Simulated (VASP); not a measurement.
# PtSe2 (Sudovikovite) (P-3m1) in VASP: further runs, part 2 of 3

VASP 6.6.1.

## (3) Single point, PBEsol

This run uses another cell than the first one, of 18.64 Å³/atom, 1.045 times its volume.

INCAR

```
PREC = Accurate ; ENCUT = 520
EDIFF = 1E-6 ; ISMEAR = 1
SIGMA = 0.1 ; LREAL = F
LASPH = T ; NELM = 80
ALGO = Normal ; ISIF = 2
LWAVE = F ; LCHARG = T
GGA = PS ; LELF = T
LVHAR = T ; NBANDS = 18
```

KPOINTS

```
regular mesh
0
Gamma
  9 9 6
```

POSCAR

```
PtSe2
1.0
    3.6219207888      0.0000000000      0.0000000000
   -1.8109603944      3.1366757991      0.0000000000
    0.0000000000      0.0000000000      4.9232446383
Pt Se
1 2
Direct
    0.0000000000      0.0000000000      0.0000000000
    0.3333333333      0.6666666667      0.2500000000
    0.6666666667      0.3333333333      0.7500000000
```

Potentials or basis: VASP PAW PBE potentials, release 64 (Pt, Se).

On the command line:

```sh
cat potpaw_PBE.64/Pt/POTCAR potpaw_PBE.64/Se/POTCAR > POTCAR
mpirun -np 1 vasp_std > vasp.out
```

OUTCAR:

```text
PREC = Accurate
   ENCUT = 520
   EDIFF = 1E-6
   ISMEAR = 1
   LREAL = F
   LASPH = T
   NELM = 80
   ISIF = 2
   GGA = PS

 ion  position               nearest neighbor table
   1  0.000  0.000  0.000-   2 2.43   3 2.43   3 2.43   2 2.43   3 2.43   2 2.43
   2  0.333  0.667  0.250-   1 2.43   1 2.43   1 2.43
   3  0.667  0.333  0.750-   1 2.43   1 2.43   1 2.43

  LATTYP: Found a hexagonal cell.
 ALAT       =     3.6219207888
 C/A-ratio  =     1.3592910849

  Lattice vectors:

 A1 = (   3.6219207888,   0.0000000000,   0.0000000000)
 A2 = (  -1.8109603944,   3.1366757991,   0.0000000000)
 A3 = (   0.0000000000,   0.0000000000,   4.9232446383)

Analysis of symmetry for initial positions (statically):
=====================================================================
 Subroutine PRICEL returns:
 Original cell was already a primitive cell.

 Routine SETGRP: Setting up the symmetry group for a
 hexagonal supercell.

 Subroutine GETGRP returns: Found 12 space group operations
 (whereof 12 operations were pure point group operations)
 out of a pool of 24 trial point group operations.

The static configuration has the point symmetry D_3d.

Analysis of symmetry for dynamics (positions and initial velocities):
=====================================================================
 Subroutine PRICEL returns:
 Original cell was already a primitive cell.

 Routine SETGRP: Setting up the symmetry group for a
 hexagonal supercell.

 Subroutine GETGRP returns: Found 12 space group operations
 (whereof 12 operations were pure point group operations)
 out of a pool of 24 trial point group operations.

The dynamic configuration has the point symmetry D_3d.

 Subroutine INISYM returns: Found 12 space group operations
 (whereof 12 operations are pure point group operations),
 and found     1 'primitive' translations

[... 113 lines left out ...]
   IALGO  =     38    algorithm
   IMIX   =      4    mixing-type and parameters
     AMIX     =   0.40;   BMIX     =  1.00
     AMIX_MAG =   1.60;   BMIX_MAG =  1.00
  volume/ion in A,a.u.               =      18.64       125.82
  Fermi-wavevector in a.u.,A,eV,Ry     =   1.199487  2.266703 19.575658  1.438770
  Thomas-Fermi vector in A             =   2.335349
   LORBIT       =      0    0 simple, 1 ext, 2 COOP (PROOUT), +10 PAW based schemes
   GGA     = PS    functional components
   LHFCALC =     F    Hartree Fock is set to
   AEXX    =    0.0000 exact exchange contribution
   IVDW    =     0    specifies the selected vdW correction
   LEPSILON=     F    determine dielectric tensor
   LRPA    =     F    only Hartree local field effects (RPA)
 non-spin polarized calculation
 Methfessel and Paxton  Order N= 1 SIGMA  =   0.10
  energy-cutoff  :      520.00
  volume of cell :       55.93
 maximum number of plane-waves:      1530
 NGX is ok and might be reduce to    28
   NGX = 13   NGY = 13   NGZ = 19

 number of electron      22.0000001 magnetization

 Free energy of the ion-electron system (eV)
  ---------------------------------------------------
  ext. energy  EPLUGINS =         0.00000000
  ---------------------------------------------------
  free energy    TOTEN  =       -15.61901114 eV

  energy without entropy =      -15.61921056  energy(sigma->0) =      -15.61907761

 E-fermi :   7.6974     XC(G=0): -11.2118

 val. band max:        7.6427717978   @ k =   0.1111   0.0000   0.0000
 cond. band min:       7.7123319451   @ k =   0.0000   0.3333   0.3333
 fundamental gap:      0.0695601473
 Fermi energy:         7.6974138389

 k-point     1 :       0.0000    0.0000    0.0000
  band No.  band energies     occupation
      1      -8.9554      2.00000
      2      -5.5757      2.00000
      3      -0.4135      2.00000
      4       0.3430      2.00000
      5       0.3430      2.00000
      6       3.0355      2.00000
[... 481 lines left out ...]
      5       1.3427      2.00000
      6       1.6494      2.00000
[... 10 lines left out ...]
     17      15.4542      0.00000
     18      17.3279      0.00000

 [... further k-points ...]

------------------------ aborting loop because EDIFF is reached ----------------------------------------

  FORCE on cell =-STRESS in cart. coord.  units (eV):
  Direction    XX          YY          ZZ          XY          YZ          ZX
  --------------------------------------------------------------------------------------
  -------------------------------------------------------------------------------------
  Total        6.4809680      6.4809696      4.1285910     -0.0000000      0.0000000     -0.0000000
  in kB      185.6480792    185.6481249    118.2639671     -0.0000000      0.0000000     -0.0000000
  external PRESSURE =     163.1867237 kB  Pullay stress =       0.0000000 kB

 VOLUME and BASIS-vectors are now :
 -----------------------------------------------------------------------------
  energy-cutoff  :      520.00
  volume of cell :       55.93
      direct lattice vectors                 reciprocal lattice vectors
     3.621920789  0.000000000  0.000000000     0.276096596  0.159404424  0.000000000
    -1.810960394  3.136675799  0.000000000     0.000000000  0.318808849  0.000000000
     0.000000000  0.000000000  4.923244638     0.000000000  0.000000000  0.203118080

 POSITION                                       TOTAL-FORCE (eV/Angst)
 -----------------------------------------------------------------------------------
      0.00000      0.00000      0.00000        -0.000000      0.000000      0.000000
     -0.00000      2.09112      1.23081         0.000000      0.000000      1.559197
      1.81096      1.04556      3.69243        -0.000000      0.000000     -1.559197
 -----------------------------------------------------------------------------------
    total drift:                               -0.000000     -0.000000     -0.000000

  FREE ENERGIE OF THE ION-ELECTRON SYSTEM (eV)
  ---------------------------------------------------
  free  energy   TOTEN  =       -15.6190111412 eV

  energy  without entropy=      -15.6192105604  energy(sigma->0) =      -15.61907761
```

It took 26 s on 1 thread of Intel Xeon 6975P-C (Granite Rapids), shared host; peak memory 0.22 GiB.

Results:

| Quantity | Value |
| --- | --- |
| Free energy | -15.6190 eV |
| Pressure | 16.3 GPa |
| Largest force | 1.559 eV/Å |
| Band gap on the k mesh | zero (band 11 reaches 8.03 eV, above the bottom of band 12 at 7.60 eV) |

Forces in eV/Å, atoms in the order of the input:
```
Pt   0.000  0.000  0.000
Se   0.000  0.000  1.559
Se   0.000  0.000 -1.559
```

Stress tensor (GPa, compression positive):
```
18.56  0.00  0.00
 0.00 18.56  0.00
 0.00  0.00 11.83
```

Caveat: the PAW data sets were made with another functional, which shifts forces and pressure a little; spin-orbit coupling is left out, which moves the levels of the heavy elements.

## (4) Single point, PBEsol

This run uses another cell than the first one, of 19.45 Å³/atom, 1.091 times its volume.

INCAR is that of step 3.

KPOINTS is that of step 3.

POSCAR

```
PtSe2
1.0
    3.6736695059      0.0000000000      0.0000000000
   -1.8368347530      3.1814915082      0.0000000000
    0.0000000000      0.0000000000      4.9935862081
Pt Se
1 2
Direct
    0.0000000000      0.0000000000      0.0000000000
    0.3333333333      0.6666666667      0.2500000000
    0.6666666667      0.3333333333      0.7500000000
```

Potentials or basis: VASP PAW PBE potentials, release 64 (Pt, Se).

On the command line:

```sh
cat potpaw_PBE.64/Pt/POTCAR potpaw_PBE.64/Se/POTCAR > POTCAR
mpirun -np 1 vasp_std > vasp.out
```

OUTCAR:

```text
PREC = Accurate
   ENCUT = 520
   EDIFF = 1E-6
   ISMEAR = 1
   LREAL = F
   LASPH = T
   NELM = 80
   ISIF = 2
   GGA = PS

 ion  position               nearest neighbor table
   1  0.000  0.000  0.000-   2 2.46   3 2.46   3 2.46   2 2.46   3 2.46   2 2.46
   2  0.333  0.667  0.250-   1 2.46   1 2.46   1 2.46
   3  0.667  0.333  0.750-   1 2.46   1 2.46   1 2.46

  LATTYP: Found a hexagonal cell.
 ALAT       =     3.6736695059
 C/A-ratio  =     1.3592910849

  Lattice vectors:

 A1 = (   3.6736695059,   0.0000000000,   0.0000000000)
 A2 = (  -1.8368347530,   3.1814915082,   0.0000000000)
 A3 = (   0.0000000000,   0.0000000000,   4.9935862081)

Analysis of symmetry for initial positions (statically):
=====================================================================
 Subroutine PRICEL returns:
 Original cell was already a primitive cell.

 Routine SETGRP: Setting up the symmetry group for a
 hexagonal supercell.

 Subroutine GETGRP returns: Found 12 space group operations
 (whereof 12 operations were pure point group operations)
 out of a pool of 24 trial point group operations.
[... 163 lines left out ...]
  energy without entropy =      -15.80536410  energy(sigma->0) =      -15.80523786

 E-fermi :   7.0514     XC(G=0): -11.0031

 val. band max:        7.0496663736   @ k =   0.0000   0.3333   0.3333
 cond. band min:       7.1106918778   @ k =  -0.1111   0.4444   0.1667
 fundamental gap:      0.0610255042
 Fermi energy:         7.0513799779

 k-point     1 :       0.0000    0.0000    0.0000
  band No.  band energies     occupation
      1      -9.1517      2.00000
      2      -6.0517      2.00000
      3      -0.6307      2.00000
      4       0.1070      2.00000
      5       0.1070      2.00000
      6       2.6888      2.00000
[... 481 lines left out ...]
      5       0.9976      2.00000
      6       1.3623      2.00000
[... 10 lines left out ...]
     17      14.7589      0.00000
     18      16.6055      0.00000

 [... further k-points ...]

------------------------ aborting loop because EDIFF is reached ----------------------------------------

  FORCE on cell =-STRESS in cart. coord.  units (eV):
  Direction    XX          YY          ZZ          XY          YZ          ZX
  --------------------------------------------------------------------------------------
  -------------------------------------------------------------------------------------
  Total        3.5464216      3.5464224      2.1557029     -0.0000000     -0.0000000     -0.0000000
  in kB       97.3548376     97.3548615     59.1774272     -0.0000000     -0.0000000     -0.0000000
  external PRESSURE =      84.6290421 kB  Pullay stress =       0.0000000 kB

 VOLUME and BASIS-vectors are now :
 -----------------------------------------------------------------------------
  energy-cutoff  :      520.00
  volume of cell :       58.36
      direct lattice vectors                 reciprocal lattice vectors
     3.673669506  0.000000000  0.000000000     0.272207393  0.157158992  0.000000000
    -1.836834753  3.181491508  0.000000000     0.000000000  0.314317985  0.000000000
     0.000000000  0.000000000  4.993586208     0.000000000  0.000000000  0.200256881

 POSITION                                       TOTAL-FORCE (eV/Angst)
 -----------------------------------------------------------------------------------
      0.00000      0.00000      0.00000        -0.000000      0.000000      0.000000
     -0.00000      2.12099      1.24840         0.000000      0.000000      0.893035
      1.83683      1.06050      3.74519        -0.000000      0.000000     -0.893035
 -----------------------------------------------------------------------------------
    total drift:                               -0.000000     -0.000000     -0.000000

  FREE ENERGIE OF THE ION-ELECTRON SYSTEM (eV)
  ---------------------------------------------------
  free  energy   TOTEN  =       -15.8051747400 eV

  energy  without entropy=      -15.8053640985  energy(sigma->0) =      -15.80523786
```

stdout:

```text
POSCAR found type information on POSCAR PtSe
 POSCAR found :  2 types and       3 ions
 scaLAPACK will be used
 -----------------------------------------------------------------------------
|                                                                             |
|                                                                             |
|     You enforced a specific xc type in the INCAR file but a different       |
|     I HOPE YOU KNOW WHAT YOU ARE DOING!                                     |
|                                                                             |
 -----------------------------------------------------------------------------

 LDA part: xc-table for (Slater+PW92), standard interpolation
 POSCAR, INCAR and KPOINTS ok, starting setup
 FFT: planning ... GRIDC
 FFT: planning ... GRID_SOFT
 FFT: planning ... GRID
 WAVECAR not read
 entering main loop
```

It took 29 s on 1 thread of Intel Xeon 6975P-C (Granite Rapids), shared host; peak memory 0.22 GiB.

Results:

- Free energy: -15.8052 eV
- Pressure: 8.5 GPa
- Largest force: 0.893 eV/Å
- Band gap on the k mesh: zero (band 11 reaches 7.40 eV, above the bottom of band 12 at 6.97 eV)

Forces in eV/Å, atoms in the order of the input:
```
Pt   0.000  0.000  0.000
Se   0.000  0.000  0.893
Se   0.000  0.000 -0.893
```

Stress tensor (GPa, compression positive):
```
9.74 0.00 0.00
0.00 9.74 0.00
0.00 0.00 5.92
```

Levels at points of the mesh, in eV from the Fermi level:
```tsv
k point	band 8	band 9	band 10	band 11	band 12	band 13	band 14	band 15
(0.00, 0.00, 0.00)	-2.79	-1.19	-1.19	0.35	1.45	1.45	3.32	4.32
(0.00, 0.00, 0.50)	-3.22	-1.76	-1.65	-1.65	2.38	2.38	4.60	6.44
```

Caveat: the PAW data sets were made with another functional, which shifts forces and pressure a little; spin-orbit coupling is left out, which moves the levels of the heavy elements.

(Continued in part 3 of 3.)
